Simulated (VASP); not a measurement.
Wanted: the native input for a VASP 6.6.1 run.

| Quantity | Value |
| --- | --- |
| Task | single point |
| Functional | r2SCAN |
| Potentials or basis | VASP PAW PBE potentials, release 64 (Cd, S) |
| Cutoff | 520 eV |
| k mesh | 8 × 8 × 8 |
| Occupations | gaussian, width 0.05 eV |
| Spin | no spin polarisation |
| Dipole correction | no |
| Further INCAR settings | ALGO = Normal; EDIFF = 1e-06; NBANDS = 16 |

Crystal: CdS.

```xyz
2
Lattice="0.0000 2.7269 2.7269 2.7269 0.0000 2.7269 2.7269 2.7269 0.0000" Properties=species:S:1:pos:R:3 pbc="T T T"
Cd    0.0347    0.0000    0.0000
S     2.6051    2.7269    2.7269
```

This cell differs from its parent crystal: mode 4 frozen in at -0.122 Å and mode 5 at +0.000 Å (largest displacements).

One way to write it, as run:

POSCAR

```
CdS
1.0
    0.0000000000      2.7269062253      2.7269062253
    2.7269062253      0.0000000000      2.7269062253
    2.7269062253      2.7269062253      0.0000000000
Cd S
1 1
Direct
   -0.0063692780      0.0063692780      0.0063692780
    0.5223330012      0.4776669988      0.4776669988
```

INCAR.step1

```
PREC = Accurate ; ENCUT = 520
ISMEAR = 0 ; SIGMA = 0.05
LREAL = False ; LASPH = True
NELM = 100 ; NBANDS = 16
GGA = PE ; ALGO = Normal
EDIFF = 1E-4 ; LWAVE = True
LCHARG = False
```

INCAR.step2

```
PREC = Accurate ; ENCUT = 520
EDIFF = 1E-6 ; ISMEAR = 0
SIGMA = 0.05 ; LREAL = False
LASPH = True ; NELM = 100
ALGO = Normal ; ISIF = 2
LWAVE = False ; LCHARG = False
METAGGA = R2SCAN ; LMIXTAU = True
NBANDS = 16 ; ISTART = 1
```

KPOINTS

```
regular mesh
0
Gamma
  8 8 8
```

Potentials or basis: VASP PAW PBE potentials, release 64 (Cd, S).

Run with:

```bash
$ cat potpaw_PBE.64/Cd/POTCAR potpaw_PBE.64/S/POTCAR > POTCAR
$ cp INCAR.step1 INCAR
$ mpirun -np 1 vasp_std > vasp.out
$ cp INCAR.step2 INCAR
$ mpirun -np 1 vasp_std > vasp.out
```

Results of the run:

| Property | Result |
| --- | --- |
| Pressure | 1.2 GPa |
| Largest force | 0.356 eV/Å |
| Band gap on the k mesh | 0.79 eV, indirect (least direct gap 2.32 eV) |

Caveat: the cell differs from its parent crystal (mode 4 frozen in at -0.122 Å and mode 5 at +0.000 Å (largest displacements)); the PAW data sets were made with another functional, which shifts forces and pressure a little.

It took 2 min on 1 thread of Intel(R) Xeon(R) Platinum 8488C (Sapphire Rapids) (shared host), peak memory 0.19 GiB.
